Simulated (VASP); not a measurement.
# Si (P3m1) in VASP: further runs, part 2 of 2

VASP 6.6.1.

### Step 3. Single point, LDA (atom 1 (Si) moved by (+0.000, +0.600) A along y and z)

The input, INCAR:

```
SYSTEM = Si
ALGO     = Normal         ! electronic algorithm
EDIFF    = 1E-6           ! SCF threshold, eV
ENCUT    = 520            ! plane-wave cutoff, eV
GGA      = CA             ! functional
ISIF     = 2              ! what is computed and relaxed
ISMEAR   = 0              ! smearing method
LASPH    = .TRUE.         ! aspherical terms in the spheres
LCHARG   = .FALSE.        ! write CHGCAR
LREAL    = .FALSE.        ! projectors in reciprocal space
LWAVE    = .FALSE.        ! write WAVECAR
NBANDS   = 16             ! bands
NELM     = 100            ! most SCF steps
PREC     = Accurate       ! precision mode
SIGMA    = 0.03           ! smearing width, eV
```

The input, KPOINTS:

```
k-points
0
G
  12 12 6
  0 0 0
```

The input, POSCAR:

```
Si
1.0
    3.8313174605      0.0000000000      0.0000000000
   -1.9156587303      3.3180182508      0.0000000000
    0.0000000000      0.0000000000      6.3326220002
Si
4
Direct
    0.3333333333      0.6666666667      0.1577569837
    0.6666666667      0.3333333333      0.5630095000
    0.3333333333      0.6666666667      0.4369905000
    0.6666666667      0.3333333333      0.9369905000
```

Potentials or basis: VASP PAW LDA potentials, release 64 (Si).

The run is started by

```console
$ cat potpaw_LDA.64/Si/POTCAR > POTCAR
$ mpirun -np 1 vasp_std > vasp.out
```

OUTCAR:

```text
SYSTEM = Si
   EDIFF = 1E-6
   ENCUT = 520
   GGA = CA
   ISIF = 2
   ISMEAR = 0
   LASPH = .TRUE.
   LREAL = .FALSE.
   NELM = 100
   PREC = Accurate

 ion  position               nearest neighbor table
   1  0.333  0.667  0.158-   3 1.77   4 2.62   4 2.62   4 2.62
   2  0.667  0.333  0.563-   3 2.35   3 2.35   3 2.35   4 2.37
   3  0.333  0.667  0.437-   1 1.77   2 2.35   2 2.35   2 2.35
   4  0.667  0.333  0.937-   2 2.37   1 2.62   1 2.62   1 2.62

  LATTYP: Found a hexagonal cell.
[... 647 lines left out ...]
     15      10.7324      0.00000
     16      12.1191      0.00000

 [... further k-points ...]
[... 5 lines left out ...]
  --------------------------------------------------------------------------------------
  -------------------------------------------------------------------------------------
  Total       -3.0242851     -3.0242851     23.6955744      0.0000000      0.0000000     -0.0000000
  in kB      -60.1897910    -60.1897910    471.5929980      0.0000000      0.0000000     -0.0000000
  external PRESSURE =     117.0711387 kB  Pullay stress =       0.0000000 kB

 VOLUME and BASIS-vectors are now :
 -----------------------------------------------------------------------------
  energy-cutoff  :      520.00
  volume of cell :       80.50
      direct lattice vectors                 reciprocal lattice vectors
     3.831317461  0.000000000  0.000000000     0.261006823  0.150692360  0.000000000
    -1.915658730  3.318018251  0.000000000     0.000000000  0.301384720  0.000000000
     0.000000000  0.000000000  6.332622000     0.000000000  0.000000000  0.157912473

 POSITION                                       TOTAL-FORCE (eV/Angst)
 -----------------------------------------------------------------------------------
     -0.00000      2.21201      0.99902         0.000000     -0.000000    -18.954344
      1.91566      1.10601      3.56533         0.000000     -0.000000      0.857490
     -0.00000      2.21201      2.76730        -0.000000      0.000000     15.508895
      1.91566      1.10601      5.93361        -0.000000      0.000000      2.587959
 -----------------------------------------------------------------------------------
    total drift:                                0.000000     -0.000000     -0.000016

  FREE ENERGIE OF THE ION-ELECTRON SYSTEM (eV)
  ---------------------------------------------------
  free  energy   TOTEN  =       -19.4424046752 eV

  energy  without entropy=      -19.4414786811  energy(sigma->0) =      -19.44194168
```

OSZICAR:

```text
N       E                     dE             d eps       ncg     rms          rms(c)
DAV:   1     0.304085299903E+02    0.30409E+02   -0.59887E+03  3200   0.818E+02
DAV:   2    -0.183639686115E+02   -0.48772E+02   -0.44781E+02  4288   0.124E+02
DAV:   3    -0.204889385351E+02   -0.21250E+01   -0.21082E+01  4416   0.249E+01
DAV:   4    -0.205183889571E+02   -0.29450E-01   -0.29431E-01  4040   0.375E+00
DAV:   5    -0.205190089144E+02   -0.61996E-03   -0.61993E-03  4584   0.510E-01    0.817E+00
DAV:   6    -0.195920044096E+02    0.92700E+00   -0.87763E-01  3720   0.665E+00    0.472E+00
DAV:   7    -0.194649718664E+02    0.12703E+00   -0.71401E-01  3952   0.394E+00    0.242E+00
DAV:   8    -0.194436098128E+02    0.21362E-01   -0.58737E-02  4456   0.125E+00    0.521E-01
DAV:   9    -0.194425534037E+02    0.10564E-02   -0.44696E-03  4048   0.392E-01    0.172E-01
DAV:  10    -0.194424098143E+02    0.14359E-03   -0.93023E-04  4280   0.167E-01    0.671E-02
DAV:  11    -0.194424033938E+02    0.64205E-05   -0.12726E-04  4240   0.714E-02    0.374E-02
DAV:  12    -0.194424047540E+02   -0.13602E-05   -0.77297E-06  4520   0.143E-02    0.192E-02
DAV:  13    -0.194424046752E+02    0.78758E-07   -0.14909E-06  2912   0.675E-03
   1 F= -.19442405E+02 E0= -.19441942E+02  d E =-.925994E-03
```

It took 52 s on 1 thread of Intel Xeon Platinum 8559C (Emerald Rapids), shared host; peak memory 0.21 GiB.

Results:

| Item | Value |
| --- | --- |
| Free energy | -19.4424 eV |
| Pressure | 11.7 GPa |
| Largest force | 18.954 eV/Å |
| Band gap on the k mesh | zero (band 8 reaches 6.98 eV, above the bottom of band 9 at 5.62 eV) |

Forces in eV/Å, atoms in the order of the input:
```
Si    0.000   0.000 -18.954
Si    0.000   0.000   0.857
Si    0.000   0.000  15.509
Si    0.000   0.000   2.588
```

Levels at points of the mesh, in eV from the Fermi level:
| k point | band 5 | band 6 | band 7 | band 8 | band 9 | band 10 | band 11 | band 12 |
| --- | --- | --- | --- | --- | --- | --- | --- | --- |
| (0.00, 0.00, 0.00) | -2.17 | -1.83 | 0.87 | 0.87 | 0.88 | 1.27 | 1.27 | 2.10 |
| (0.50, 0.00, 0.00) | -4.89 | -3.84 | -3.61 | -0.45 | 0.07 | 1.56 | 1.59 | 2.51 |
| (0.00, 0.00, 0.50) | -2.03 | -2.03 | 0.03 | 0.03 | 0.92 | 2.19 | 2.19 | 2.94 |
| (0.50, 0.00, 0.50) | -3.43 | -3.38 | -2.48 | -1.35 | -0.37 | 0.45 | 1.19 | 2.74 |

Caveat: the cell differs from its parent crystal (atom 1 (Si) moved by (+0.000, +0.600) A along y and z); forces of over 1 eV/Å act on the atoms, so gaps and moduli don't describe the material at rest.
